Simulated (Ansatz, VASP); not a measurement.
# Two plane-wave programs on AlGa3N4

INCAR

```
SYSTEM = AlGa3N4
ALGO = Normal
EDIFF = 1E-7
ENCUT = 520
ISIF = 2
ISMEAR = 0
LASPH = .True.
LCHARG = .False.
LREAL = .False.
LWAVE = .False.
NBANDS = 41
NELM = 60
PREC = Accurate
SIGMA = 0.05
```

File KPOINTS:

```
k-points
0
Gamma
  6 6 6
  0 0 0
```

File POSCAR:

```
AlGa3N4
1.0
    4.5152872089     -0.1033646631     -0.1033646631
   -0.1033646631      4.5152872089     -0.1033646631
   -0.1033646631     -0.1033646631      4.5152872089
Al Ga N
1 3 4
Direct
    0.0000000000      0.0000000000      0.0000000000
    0.5000000000      0.5000000000      0.0000000000
    0.5000000000      0.0000000000      0.5000000000
    0.0000000000      0.5000000000      0.5000000000
    0.7548078379      0.7548078379      0.2451921621
    0.7548078379      0.2451921621      0.7548078379
    0.2451921621      0.7548078379      0.7548078379
    0.2451921621      0.2451921621      0.2451921621
```

Input for Ansatz:

```yaml
crystal:
  lattice:
    - [4.5152872089, -0.1033646631, -0.1033646631]
    - [-0.1033646631, 4.5152872089, -0.1033646631]
    - [-0.1033646631, -0.1033646631, 4.5152872089]
  atoms:
    - { symbol: Al, position: [0.0, 0.0, 0.0] }
    - { symbol: Ga, position: [0.5, 0.5, 0.0] }
    - { symbol: Ga, position: [0.5, 0.0, 0.5] }
    - { symbol: Ga, position: [0.0, 0.5, 0.5] }
    - { symbol: "N", position: [0.7548078379, 0.7548078379, 0.2451921621] }
    - { symbol: "N", position: [0.7548078379, 0.2451921621, 0.7548078379] }
    - { symbol: "N", position: [0.2451921621, 0.7548078379, 0.7548078379] }
    - { symbol: "N", position: [0.2451921621, 0.2451921621, 0.2451921621] }
basis:
  ecutwfc: 520.0
kpoints:
  mp_grid: { grid: [6, 6, 6] }
hamiltonian:
  xc: lda
  pseudopotentials: { kind: paw, azcp: { folder: soft_1 } }
scf:
  occupations: { method: gaussian, width: 0.05 }
output:
  forces: true
  stress: true
  eigenvalues: true
```

Change from the starting cell: equal engineering shear yz, xz and xy -0.0467, equal normal strain along x, y and z +0.0200.

Alike in both runs: task single point; functional LDA; k mesh 6 × 6 × 6; occupations gaussian, width 0.05 eV; no spin polarisation.

```csv
,VASP,Ansatz
version,VASP 6.6.1,Ansatz 0.2.0
potentials or method,"VASP PAW LDA potentials, release 64 (Al, Ga_d, N), cutoff 520 eV","scalar-relativistic, plane waves, PAW"
valence electrons in the cell,62,62
```

Ansatz gave:

* gap on the k mesh at the Fermi level (eV): 1.92
* least direct gap on the mesh (eV): 1.92
* pressure (GPa): -9.2
* traceless stress, the component that is largest in VASP (GPa): 8.76
* rms of the force components (eV/Å): 0.414

Which values does VASP return?

gap on the k mesh at the Fermi level (eV): 1.92; least direct gap on the mesh (eV): 1.92; pressure (GPa): -8.3; traceless stress, the component that is largest in VASP (GPa): 8.91; rms of the force components (eV/Å): 0.431.

Ansatz warns that its potentials were made for another functional, while VASP's fit it. LDA's correlation is that of Perdew and Zunger in VASP and of Perdew and Wang (1992) in Ansatz. Atom by atom the forces differ by 0.021 eV/Å (rms over components).
